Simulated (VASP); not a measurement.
# Ca (Fm-3m) in VASP: further runs

Ca is run at these levels: PBE; tasks: single point.

Program: VASP 6.6.1. These are calculated values, not measurements. Logs are shortened: lines on timing, memory, paths and dates and some standing lists are left out, and cuts for length are marked.

## Step 1: The cell of the first run

The structure is cubic, space group Fm-3m (No. 225). Conventional cell: a = 5.141 Å, b = 5.141 Å, c = 5.141 Å, α = 90.00°, β = 90.00°, γ = 90.00°. Ca (site symmetry m-3m) has 12 Ca at 3.64 Å within 4.8 Å.

## Step 2: Single point, PBE (strain -0.080 along x and y, -0.080 along z)

Contents of INCAR:

```
SYSTEM = Ca
PREC = Accurate ; ENCUT = 520
EDIFF = 1E-6 ; ISMEAR = 0
SIGMA = 0.15 ; LREAL = .False.
LASPH = .True. ; NELM = 80
ALGO = Normal ; ISIF = 2
LWAVE = .False. ; LCHARG = .False.
GGA = PE ; NBANDS = 11
```

Contents of KPOINTS:

```
regular mesh
0
Gamma
  14 14 14
  0 0 0
```

Contents of POSCAR:

```
Ca
1.0
    0.0000000000      2.5706640000      2.5706640000
    2.5706640000      0.0000000000      2.5706640000
    2.5706640000      2.5706640000      0.0000000000
Ca
1
Direct
    0.0000000000      0.0000000000      0.0000000000
```

Potentials or basis: VASP PAW PBE potentials, release 64 (Ca_sv).

Started as:

```bash
cat potpaw_PBE.64/Ca_sv/POTCAR > POTCAR
mpirun -np 1 vasp_std > vasp.out
```

OUTCAR:

```text
SYSTEM = Ca
   PREC = Accurate
   ENCUT = 520
   EDIFF = 1E-6
   ISMEAR = 0
   LREAL = .False.
   LASPH = .True.
   NELM = 80
   ISIF = 2
   GGA = PE

 ion  position               nearest neighbor table
   1  0.000  0.000  0.000-

  LATTYP: Found a face centered cubic cell.
 ALAT       =     5.1413280000

  Lattice vectors:

 A1 = (   0.0000000000,   2.5706640000,   2.5706640000)
 A2 = (   2.5706640000,   0.0000000000,   2.5706640000)
 A3 = (   2.5706640000,   2.5706640000,   0.0000000000)

Analysis of symmetry for initial positions (statically):
=====================================================================
 Subroutine PRICEL returns:
 Original cell was already a primitive cell.

 Routine SETGRP: Setting up the symmetry group for a
 face centered cubic supercell.

 Subroutine GETGRP returns: Found 48 space group operations
 (whereof 48 operations were pure point group operations)
 out of a pool of 48 trial point group operations.

The static configuration has the point symmetry O_h .

Analysis of symmetry for dynamics (positions and initial velocities):
=====================================================================
 Subroutine PRICEL returns:
 Original cell was already a primitive cell.

 Routine SETGRP: Setting up the symmetry group for a
 face centered cubic supercell.

 Subroutine GETGRP returns: Found 48 space group operations
 (whereof 48 operations were pure point group operations)
 out of a pool of 48 trial point group operations.

The dynamic configuration has the point symmetry O_h .

 Subroutine INISYM returns: Found 48 space group operations
 (whereof 48 operations are pure point group operations),
 and found     1 'primitive' translations

----------------------------------------------------------------------------------------

                                     Primitive cell

  volume of cell :      33.9755

  direct lattice vectors                    reciprocal lattice vectors
     0.000000000  2.570664000  2.570664000    -0.194502276  0.194502276  0.194502276
     2.570664000  0.000000000  2.570664000     0.194502276 -0.194502276  0.194502276
     2.570664000  2.570664000  0.000000000     0.194502276  0.194502276 -0.194502276

  length of vectors
     3.635467893  3.635467893  3.635467893     0.336887825  0.336887825  0.336887825

  position of ions in fractional coordinates (direct lattice)
     0.000000000  0.000000000  0.000000000

  ion indices of the primitive-cell ions
[... 80 lines left out ...]
   ISIF   =      2    stress and relaxation
   ISYM   =      2    0-nonsym 1-usesym 2-fastsym
   POTIM  = 0.5000    time-step for ionic-motion
   TEBEG  =    0.0;   TEEND  =   0.0 temperature during run
   PSTRESS=    0.0 pullay stress
   NELECT =      10.0000    total number of electrons
   NUPDOWN=      -1.0000    fix difference up-down
   EMIN   =  10.00;   EMAX   =-10.00  energy-range for DOS
   EFERMI =   0.00;   METHOD = LEGACY
   ISMEAR =     0;   SIGMA  =   0.15  broadening in eV -4-tet -1-fermi 0-gaus
   EFERMI_NEDOS =   21; number of points for ismear=-14 and -15
   IALGO  =     38    algorithm
   IMIX   =      4    mixing-type and parameters
     AMIX     =   0.40;   BMIX     =  1.00
     AMIX_MAG =   1.60;   BMIX_MAG =  1.00
  volume/ion in A,a.u.               =      33.98       229.28
  Fermi-wavevector in a.u.,A,eV,Ry     =   1.088979  2.057872 16.134813  1.185875
  Thomas-Fermi vector in A             =   2.225172
   LORBIT       =      0    0 simple, 1 ext, 2 COOP (PROOUT), +10 PAW based schemes
   GGA     = PE    functional components
   LHFCALC =     F    Hartree Fock is set to
   AEXX    =    0.0000 exact exchange contribution
   IVDW    =     0    specifies the selected vdW correction
   LEPSILON=     F    determine dielectric tensor
   LRPA    =     F    only Hartree local field effects (RPA)
 non-spin polarized calculation
 Gauss-broadening in eV      SIGMA  =   0.15
  energy-cutoff  :      520.00
  volume of cell :       33.98
 maximum number of plane-waves:       941
   NGX = 13   NGY = 13   NGZ = 13

 number of electron      10.0000001 magnetization

 Free energy of the ion-electron system (eV)
  ---------------------------------------------------
  ext. energy  EPLUGINS =         0.00000000
  ---------------------------------------------------
  free energy    TOTEN  =        -1.81868517 eV

  energy without entropy =       -1.80673877  energy(sigma->0) =       -1.81271197

 E-fermi :   2.9171     XC(G=0):  -8.4366

 val. band max:        2.9101191355   @ k =  -0.2857   0.4286   0.1429
 cond. band min:       2.9315514224   @ k =  -0.2857   0.4286   0.2143
 fundamental gap:      0.0214322868
 Fermi energy:         2.9171190575

 k-point     1 :       0.0000    0.0000    0.0000
  band No.  band energies     occupation
      1     -38.6321      2.00000
      2     -19.4999      2.00000
      3     -19.4999      2.00000
      4     -19.4999      2.00000
      5      -1.4944      2.00000
      6       5.5176      0.00000
      7       5.5176      0.00000
      8       5.5176      0.00000
      9       6.8917      0.00000
     10       6.8917      0.00000
     11      13.0092      0.00000
[... 309 lines left out ...]
 k-point    24 :       0.2857    0.1429    0.0000
  band No.  band energies     occupation
      1     -38.6102      2.00000
      2     -19.6499      2.00000
      3     -19.5398      2.00000
      4     -19.5368      2.00000
      5      -0.0581      2.00000
      6       4.3413      0.00000
      7       5.4671      0.00000
      8       5.9280      0.00000
      9       6.4792      0.00000
     10       7.2780      0.00000
     11      12.2228      0.00000

 [... further k-points ...]

------------------------ aborting loop because EDIFF is reached ----------------------------------------

  FORCE on cell =-STRESS in cart. coord.  units (eV):
  Direction    XX          YY          ZZ          XY          YZ          ZX
  --------------------------------------------------------------------------------------
  -------------------------------------------------------------------------------------
  Total        1.1181262      1.1181262      1.1181262      0.0000000      0.0000000     -0.0000000
  in kB       52.7272908     52.7272908     52.7272908      0.0000000      0.0000000     -0.0000000
  external PRESSURE =      52.7272908 kB  Pullay stress =       0.0000000 kB

 VOLUME and BASIS-vectors are now :
 -----------------------------------------------------------------------------
  energy-cutoff  :      520.00
  volume of cell :       33.98
      direct lattice vectors                 reciprocal lattice vectors
     0.000000000  2.570664000  2.570664000    -0.194502276  0.194502276  0.194502276
     2.570664000  0.000000000  2.570664000     0.194502276 -0.194502276  0.194502276
     2.570664000  2.570664000  0.000000000     0.194502276  0.194502276 -0.194502276

 POSITION                                       TOTAL-FORCE (eV/Angst)
 -----------------------------------------------------------------------------------
      0.00000      0.00000      0.00000         0.000000      0.000000     -0.000000
 -----------------------------------------------------------------------------------
    total drift:                               -0.000000     -0.000000     -0.000000

  FREE ENERGIE OF THE ION-ELECTRON SYSTEM (eV)
  ---------------------------------------------------
  free  energy   TOTEN  =        -1.8186851663 eV

  energy  without entropy=       -1.8067387704  energy(sigma->0) =       -1.81271197
```

stdout:

```text
POSCAR found type information on POSCAR Ca
 POSCAR found :  1 types and       1 ions
 scaLAPACK will be used
 LDA part: xc-table for (Slater+PW92), standard interpolation
 POSCAR, INCAR and KPOINTS ok, starting setup
 FFT: planning ... GRIDC
 FFT: planning ... GRID_SOFT
 FFT: planning ... GRID
 WAVECAR not read
 entering main loop
```

It took 18 s on 1 thread of Intel Xeon Platinum 8559C (Emerald Rapids), shared host; peak memory 0.18 GiB.

Results:

| Quantity | Value |
| --- | --- |
| Free energy | -1.8187 eV |
| Pressure | 5.3 GPa |
| Band gap on the k mesh | zero (bands 5 and 6 overlap by 0.03 eV) |

Caveat: the cell differs from its parent crystal (strain -0.080 along x and y, -0.080 along z); the cell stands under pressure.

## Step 3: Single point, PBE (strain -0.040 along x and y, -0.040 along z)

Contents of INCAR:

```
SYSTEM = Ca
PREC = Accurate
ENCUT = 520
EDIFF = 1E-7
ISMEAR = 0
SIGMA = 0.15
LREAL = .False.
LASPH = .True.
NELM = 100
ALGO = Normal
ISIF = 2
LWAVE = .False.
LCHARG = .True.
GGA = PE
LELF = .True.
LVHAR = .True.
NBANDS = 11
```

KPOINTS is that of step 2.

Contents of POSCAR:

```
Ca
1.0
    0.0000000000      2.6824320000      2.6824320000
    2.6824320000      0.0000000000      2.6824320000
    2.6824320000      2.6824320000      0.0000000000
Ca
1
Direct
    0.0000000000      0.0000000000      0.0000000000
```

Potentials or basis: VASP PAW PBE potentials, release 64 (Ca_sv).

Started as:

```bash
cat potpaw_PBE.64/Ca_sv/POTCAR > POTCAR
mpirun -np 1 vasp_std > vasp.out
```

OUTCAR:

```text
SYSTEM = Ca
   PREC = Accurate
   ENCUT = 520
   EDIFF = 1E-7
   ISMEAR = 0
   LREAL = .False.
   LASPH = .True.
   NELM = 100
   ISIF = 2
   GGA = PE

 ion  position               nearest neighbor table
   1  0.000  0.000  0.000-

  LATTYP: Found a face centered cubic cell.
 ALAT       =     5.3648640000

  Lattice vectors:

 A1 = (   0.0000000000,   2.6824320000,   2.6824320000)
 A2 = (   2.6824320000,   0.0000000000,   2.6824320000)
 A3 = (   2.6824320000,   2.6824320000,   0.0000000000)

[... 513 lines left out ...]
     11      10.6776      0.00000

 [... further k-points ...]

------------------------ aborting loop because EDIFF is reached ----------------------------------------

  FORCE on cell =-STRESS in cart. coord.  units (eV):
  Direction    XX          YY          ZZ          XY          YZ          ZX
  --------------------------------------------------------------------------------------
  -------------------------------------------------------------------------------------
  Total        0.4323487      0.4323487      0.4323487      0.0000000      0.0000000      0.0000000
  in kB       17.9443848     17.9443848     17.9443848      0.0000000      0.0000000      0.0000000
  external PRESSURE =      17.9443848 kB  Pullay stress =       0.0000000 kB

 VOLUME and BASIS-vectors are now :
 -----------------------------------------------------------------------------
  energy-cutoff  :      520.00
  volume of cell :       38.60
      direct lattice vectors                 reciprocal lattice vectors
     0.000000000  2.682432000  2.682432000    -0.186398015  0.186398015  0.186398015
     2.682432000  0.000000000  2.682432000     0.186398015 -0.186398015  0.186398015
     2.682432000  2.682432000  0.000000000     0.186398015  0.186398015 -0.186398015

 POSITION                                       TOTAL-FORCE (eV/Angst)
 -----------------------------------------------------------------------------------
      0.00000      0.00000      0.00000        -0.000000     -0.000000     -0.000000
 -----------------------------------------------------------------------------------
    total drift:                               -0.000000     -0.000000     -0.000000

  FREE ENERGIE OF THE ION-ELECTRON SYSTEM (eV)
  ---------------------------------------------------
  free  energy   TOTEN  =        -1.9178648393 eV

  energy  without entropy=       -1.9034482461  energy(sigma->0) =       -1.91065654
```

stdout:

```text
POSCAR found type information on POSCAR Ca
 POSCAR found :  1 types and       1 ions
 scaLAPACK will be used
 LDA part: xc-table for (Slater+PW92), standard interpolation
 POSCAR, INCAR and KPOINTS ok, starting setup
 FFT: planning ... GRIDC
 FFT: planning ... GRID_SOFT
 FFT: planning ... GRID
 WAVECAR not read
 entering main loop
```

It took 36 s on 1 thread of Intel Xeon Platinum 8559C (Emerald Rapids), shared host; peak memory 0.17 GiB.

What came out:

```
Free energy            : -1.9179 eV
Pressure               : 1.8 GPa
Band gap on the k mesh : zero (bands 5 and 6 overlap by 0.18 eV)
```

Caveat: the cell differs from its parent crystal (strain -0.040 along x and y, -0.040 along z).

## Step 4: Single point, PBE (strain +0.040 along x and y, +0.040 along z)

Contents of INCAR:

```
PREC     = Accurate       # precision mode
ENCUT    = 520            # plane-wave cutoff, eV
EDIFF    = 1E-6           # SCF threshold, eV
ISMEAR   = 0              # smearing method
SIGMA    = 0.15           # smearing width, eV
LREAL    = False          # projectors in reciprocal space
LASPH    = True           # aspherical terms in the spheres
NELM     = 60             # most SCF steps
ALGO     = Normal         # electronic algorithm
ISIF     = 2              # what is computed and relaxed
LWAVE    = False          # write WAVECAR
LCHARG   = True           # write CHGCAR
GGA      = PE             # functional
LELF     = True           # ELF
LVHAR    = True         
NBANDS   = 11             # bands
```

Contents of KPOINTS:

```
regular mesh
0
Gamma
  14 14 14
```

Contents of POSCAR:

```
Ca
1.0
    0.0000000000      2.9059680000      2.9059680000
    2.9059680000      0.0000000000      2.9059680000
    2.9059680000      2.9059680000      0.0000000000
Ca
1
Direct
    0.0000000000      0.0000000000      0.0000000000
```

Started as:

```bash
cat potpaw_PBE.64/Ca_sv/POTCAR > POTCAR
mpirun -np 1 vasp_std > vasp.out
```

It took 24 s on 1 thread of Intel Xeon Platinum 8559C (Emerald Rapids), shared host; peak memory 0.2 GiB.

Results (log left out):

| Item | Value |
| --- | --- |
| Free energy | -1.8900 eV |
| Pressure | -2.0 GPa |
| Band gap on the k mesh | zero (bands 5 and 6 overlap by 0.47 eV) |

Levels at points of the mesh, in eV from the Fermi level:
| k point | band 2 | band 3 | band 4 | band 5 | band 6 | band 7 | band 8 | band 9 |
| --- | --- | --- | --- | --- | --- | --- | --- | --- |
| (0.00, 0.00, 0.00) | -23.30 | -23.30 | -23.30 | -3.75 | 2.13 | 2.13 | 2.13 | 3.02 |
| (0.50, 0.00, 0.00) | -23.38 | -23.31 | -23.31 | -0.94 | -0.24 | 2.04 | 2.04 | 3.59 |
| (0.50, 0.50, 0.00) | -23.38 | -23.33 | -23.33 | -0.33 | 0.63 | 0.73 | 3.58 | 3.73 |

Caveat: the cell differs from its parent crystal (strain +0.040 along x and y, +0.040 along z).

## Step 5: Summary

```tsv
cell	gap on the mesh (eV)	pressure (GPa)
a = 3.635 Å, angles 60.0°, 1 atom	none	5.3
a = 3.794 Å, angles 60.0°, 1 atom	none	1.8
a = 4.110 Å, angles 60.0°, 1 atom	none	-2.0
```

Alike in all rows: task single point; level PBE; potentials or basis VASP PAW PBE potentials, release 64 (Ca_sv); no spin polarisation; k mesh 14 × 14 × 14; cutoff (eV) 520; smearing gaussian 0.15 eV.

Caveats: the cell stands under pressure (at least some runs).

Total energies depend on the potentials used, so only differences within one code and one set of settings carry meaning.

The gap in the log of VASP goes by the Fermi energy; the results here count the filled bands.